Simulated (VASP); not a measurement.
Runs of VASP 6.6.1 on P. The structure is that of space group P6/mmm (No. 191), or close to it. The cells are those of the table. 

| cell | gap on the mesh (eV) | pressure (GPa) |
| --- | --- | --- |
| a = 4.418, b = 4.418, c = 2.489 Å, angles 90.0, 90.0, 120.0°, 3 atoms | none | 3.3 |
| a = 4.355, b = 4.355, c = 2.454 Å, angles 90.0, 90.0, 120.0°, 3 atoms | none | (b) |
| a = 4.478, b = 4.478, c = 2.523 Å, angles 90.0, 90.0, 120.0°, 3 atoms | none | -0.7 |
| a = 4.537, b = 4.537, c = 2.556 Å, angles 90.0, 90.0, 120.0°, 3 atoms | none | (a) |
| a = 4.291, b = 4.291, c = 2.418 Å, angles 90.0, 90.0, 120.0°, 3 atoms | none | 14.0 |

Alike in all rows: task single point; level RPBE; potentials or basis VASP PAW PBE potentials, release 64 (P); no spin polarisation; k mesh 9 × 9 × 14; cutoff (eV) 520; smearing fermi-dirac 0.1 eV.

Fill in the values left out.

(a) -3.9; (b) 8.1.

Caveats: the PAW data sets were made with another functional, which shifts forces and pressure a little.

A gap of «none» marks levels without a gap at the run's occupations.
